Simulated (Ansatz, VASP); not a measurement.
# Two plane-wave programs on CoSi2

```
Co Si
1.0
     4.11821    0.00000    0.00000
    -2.05911    3.56648    0.00000
     0.00000    0.00000    2.47568
Co Si
1 2
Direct
  0.00000 0.00000 0.00000
  0.33333 0.66667 0.50000
  0.66667 0.33333 0.50000
```

Alike in both runs: functional PBEsol; k mesh 10 × 10 × 12; occupations gaussian, width 0.05 eV; collinear spin.

Ansatz relaxed the structure, and its values are those at the end. VASP's run is a single point on that final structure, the one shown.

```csv
,VASP,Ansatz
version,VASP 6.6.1,Ansatz 0.2.0
potentials or method,"VASP PAW PBE potentials, release 64 (Co, Si), cutoff 520 eV","scalar-relativistic, plane waves, PAW"
valence electrons in the cell,17,25
```

Ansatz gave:

| Property | Result |
| --- | --- |
| gap on the k mesh at the Fermi level (eV) | none |
| pressure (GPa) | 0.0 |
| net moment per atom (μB) | 0.00 |
| size of the moment on the site where the two differ most (μB) | 0.00 |

What did VASP give for the same quantities?

gap on the k mesh at the Fermi level (eV): none; pressure (GPa): 0.1; net moment per atom (μB): 0.02; size of the moment on the site where the two differ most (μB): 0.05.

VASP's potentials were made for PBE, not for PBEsol. Site moments also hang on the region over which each program counts them. A gap of «none» marks a metal or a gap that the smearing closes. VASP's potentials hold 17 valence electrons a cell and Ansatz's 25, so a difference there can come from the potentials and not from the codes. Ansatz's warnings: seeded moment not kept.
